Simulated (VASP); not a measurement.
Crystal: MnS.

```
CELL_PARAMETERS angstrom
0.00000 2.47346 2.47346
2.47346 0.00000 2.47346
2.47346 2.47346 0.00000
ATOMIC_POSITIONS crystal
Mn 0.00000 0.00000 0.00000
S 0.75000 0.75000 0.75000
```

- Program: VASP 6.6.1
- Task: relaxation of cell and atoms
- Functional: PBEsol
- Dispersion: D4
- Potentials or basis: VASP PAW PBE potentials, release 64 (Mn_pv, S)
- Cutoff: 600 eV
- k mesh: 9 × 9 × 9
- Occupations: fermi-dirac, width 0.05 eV
- Spin: collinear spin, ferromagnetic start
- Starting moments: [4.0, 0.0] μB

At the start: pressure -5.5 GPa; volume 15.13 Å³/atom.

Q: How do energy, volume and symmetry change on relaxing?

A: Over 3 steps the energy falls by 10.0 meV/atom and the volume is 14.57 Å³/atom (-3.7 %); space group F-43m (No. 216, to 0.05 Å); moment 0.18 μB per cell.

The path:
```tsv
step	energy change (eV)	largest force (eV/Å)	pressure (GPa)	volume (Å³)
1	0.0000	0.0000	-5.47	30.27
2	0.0011	0.0000	6.46	28.06
3	-0.0200	0.0000	-0.03	29.14
```

Final structure:
```
Mn S
1.0
     0.00000    2.44253    2.44253
     2.44253    0.00000    2.44253
     2.44253    2.44253    0.00000
Mn S
1 1
Direct
  0.00000 0.00000 0.00000
  0.75000 0.75000 0.75000
```

Caveat: the PAW data sets were made with another functional, which shifts forces and pressure a little; the moment fell far below its start of 4 μB, so a state of higher moment may lie lower in energy; pairwise dispersion overbinds metals, which lowers pressure and volume.
